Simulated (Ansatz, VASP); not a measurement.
# Fe in VASP and in Ansatz

```
CELL_PARAMETERS angstrom
-1.35583 1.35583 1.35583
1.35583 -1.35583 1.35583
1.35583 1.35583 -1.35583
ATOMIC_POSITIONS crystal
Fe 0.00000 0.00000 0.00000
```

Alike in both runs: task single point; functional PBEsol; k mesh 26 × 26 × 26; occupations fermi-dirac, width 0.05 eV; collinear spin.

|  | VASP | Ansatz |
| --- | --- | --- |
| version | VASP 6.6.1 | Ansatz 0.2.0 |
| potentials or method | VASP PAW PBE potentials, release 64 (Fe), cutoff 520 eV | plane waves (420 eV) with PAW, scalar-relativistic |
| valence electrons in the cell | 8 | 16 |

|  | VASP | Ansatz | Ansatz less VASP |
| --- | --- | --- | --- |
| pressure (GPa) | 22.0 | 22.3 | +0.32 |
| net moment per atom (μB) | 1.96 | 1.95 | -0.009 |
| size of the moment on the site where the two differ most (μB) | 1.93 | 1.97 | +0.034 |

VASP's potentials were made for PBE, not for PBEsol, and Ansatz warns of the same on its side. Site moments also hang on the region over which each program counts them. With one functional, cell and mesh, what is left measures potentials, basis and numerics. VASP's potentials hold 8 valence electrons a cell and Ansatz's 16, so a difference there can come from the potentials and not from the codes.
